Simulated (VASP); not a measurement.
Here is a VASP 6.6.1 calculation.

POSCAR

```
AlGa3N4
1.0
    4.3313841117      0.0000000000      0.0000000000
    0.0000000000      4.3313841117      0.0000000000
    0.0000000000      0.0000000000      4.6021367518
Al Ga N
1 3 4
Direct
    0.0000000000      0.0000000000      0.0000000000
    0.5000000000      0.5000000000      0.0000000000
    0.5000000000      0.0000000000      0.5000000000
    0.0000000000      0.5000000000      0.5000000000
    0.7556033979      0.7556033979      0.2450272682
    0.7556033979      0.2443966021      0.7549727318
    0.2443966021      0.7556033979      0.7549727318
    0.2443966021      0.2443966021      0.2450272682
```

Contents of INCAR.step1:

```
SYSTEM = AlGa3N4
ALGO = Normal
EDIFF = 1E-4
ENCUT = 520
GGA = PE
ISMEAR = 0
LASPH = .TRUE.
LCHARG = .FALSE.
LREAL = .FALSE.
LWAVE = .TRUE.
NBANDS = 41
NELM = 60
PREC = Accurate
SIGMA = 0.02
```

The input INCAR.step2:

```
SYSTEM = AlGa3N4
ALGO = Normal
EDIFF = 1E-6
ENCUT = 520
ISIF = 2
ISMEAR = 0
ISTART = 1
LASPH = .TRUE.
LCHARG = .FALSE.
LMIXTAU = .TRUE.
LREAL = .FALSE.
LWAVE = .FALSE.
METAGGA = R2SCAN
NBANDS = 41
NELM = 60
PREC = Accurate
SIGMA = 0.02
```

Contents of KPOINTS:

```
k-points
0
G
  6 6 6
  0 0 0
```

Potentials or basis: VASP PAW PBE potentials, release 64 (Al, Ga_d, N).

The run is started by

```bash
$ cat potpaw_PBE.64/Al/POTCAR potpaw_PBE.64/Ga_d/POTCAR potpaw_PBE.64/N/POTCAR > POTCAR
$ cp INCAR.step1 INCAR
$ mpirun -np 1 vasp_std > vasp.out
$ cp INCAR.step2 INCAR
$ mpirun -np 1 vasp_std > vasp.out
```

Problem. Predict the largest force.

Solution. 0.084 eV/Å.

Problem. Estimate the pressure.

Solution. 7.1 GPa.

Forces in eV/Å, atoms in the order of the input:
```
Al   0.000  0.000  0.000
Ga   0.000  0.000  0.000
Ga   0.000  0.000  0.000
Ga   0.000  0.000  0.000
N    0.047  0.047 -0.051
N    0.047 -0.047  0.051
N   -0.047  0.047  0.051
N   -0.047 -0.047 -0.051
```

Caveat: the cell differs from its parent crystal (biaxial strain in the a-b plane: -3.0 %, then relaxed in part); the stress differs along the axes, from 1 to 10 GPa; the PAW data sets were made with another functional, which shifts forces and pressure a little.
